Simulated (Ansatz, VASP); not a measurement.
**SnSe in VASP and in Ansatz**

```xyz
2
Lattice="0.0000 3.0496 3.0496 3.0496 0.0000 3.0496 3.0496 3.0496 0.0000" Properties=species:S:1:pos:R:3 pbc="T T T"
Sn    0.0000    0.0000    0.0000
Se    3.0496    3.0496    3.0496
```

Alike in both runs: task single point; functional RPBE; dispersion D4; k mesh 8 × 8 × 8; occupations fermi-dirac, width 0.05 eV; no spin polarisation.

|  | VASP | Ansatz |
| --- | --- | --- |
| version | VASP 6.6.1 | Ansatz 0.2.0 |
| potentials or method | VASP PAW PBE potentials, release 64 (Sn_d, Se) | Ansatz PAW |
| plane-wave cutoff (eV) | 520 | 420 |
| valence electrons in the cell | 20 | 30 |

|  | VASP | Ansatz | Ansatz less VASP |
| --- | --- | --- | --- |
| gap on the k mesh at the Fermi level (eV) | 0.37 | 0.37 | -0.001 |
| least direct gap on the mesh (eV) | 0.37 | 0.37 | -0.001 |
| pressure (GPa) | 0.5 | 0.5 | 0.00 |

VASP's potentials were made for PBE, not for RPBE. VASP's potentials hold 20 valence electrons a cell and Ansatz's 30, so a difference there can come from the potentials and not from the codes.
